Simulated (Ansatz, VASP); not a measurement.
**One calculation of Rb, two programs**

The input INCAR:

```
SYSTEM = Rb
PREC = Accurate
ENCUT = 500
EDIFF = 1E-7
ISMEAR = -1
SIGMA = 0.1
LREAL = .False.
LASPH = .True.
NELM = 120
ALGO = Normal
ISIF = 3
LWAVE = .False.
LCHARG = .False.
GGA = B5
ALDAX = 1.0
AGGAX = 1.0
AGGAC = 1.0
ALDAC = 0.0
IBRION = 2
NSW = 80
EDIFFG = -0.01
GGA_COMPAT = .False.
NELMIN = 4
```

The input KPOINTS:

```
regular mesh
0
Gamma
  7 7 7
  0 0 0
```

File POSCAR:

```
Rb
1.0
    4.5480067166      0.0000000000      0.0000000000
    0.0000000000      4.5480067166      0.0000000000
    0.0000000000      0.0000000000      4.5480067166
Rb
1
Direct
    0.0000000000      0.0000000000      0.0000000000
```

Input for Ansatz:

```yaml
crystal:
  lattice:
    - [4.5480067166, 0.0, 0.0]
    - [0.0, 4.5480067166, 0.0]
    - [0.0, 0.0, 4.5480067166]
  atoms:
    - { symbol: Rb, position: [0.0, 0.0, 0.0] }
hamiltonian:
  xc: blyp
  pseudopotentials:
    kind: paw
    azcp:
      Rb: "pseudopotentials/Rb.paw.azcp"
basis:
  ecutwfc: 420
  fft_grid_basis: typed
kpoints:
  mp_grid: { grid: [7, 7, 7], shift: [0, 0, 0] }
magnetization:
  spin_polarized: false
scf:
  occupations: { method: fermi_dirac, width: 0.1 }
relax:
  max_steps: 60
  f_tol: 0.01
  cell: {}
```

Alike in both runs: task relaxation of cell and atoms; functional BLYP; k mesh 7 × 7 × 7; occupations fermi-dirac, width 0.1 eV; no spin polarisation.

|  | VASP | Ansatz |
| --- | --- | --- |
| version | VASP 6.6.1 | Ansatz 0.2.0 |
| potentials or method | VASP PAW PBE potentials, release 64 (Rb_sv), cutoff 500 eV | plane waves (420 eV) with PAW, scalar-relativistic |
| valence electrons in the cell | 9 | 9 |

VASP gave:

```
relaxed volume (Å³/atom)                                     : 110.89
relaxed cell length with the largest relative difference (Å) : 4.804
```

What did Ansatz give for the same quantities?

Relaxed volume (Å³/atom): 109.53; relaxed cell length with the largest relative difference (Å): 4.785.

VASP's potentials were made for PBE, not for BLYP.

Noted on VASP's run: the volume moved by over 15 % at a fixed basis, so the end points are rough.
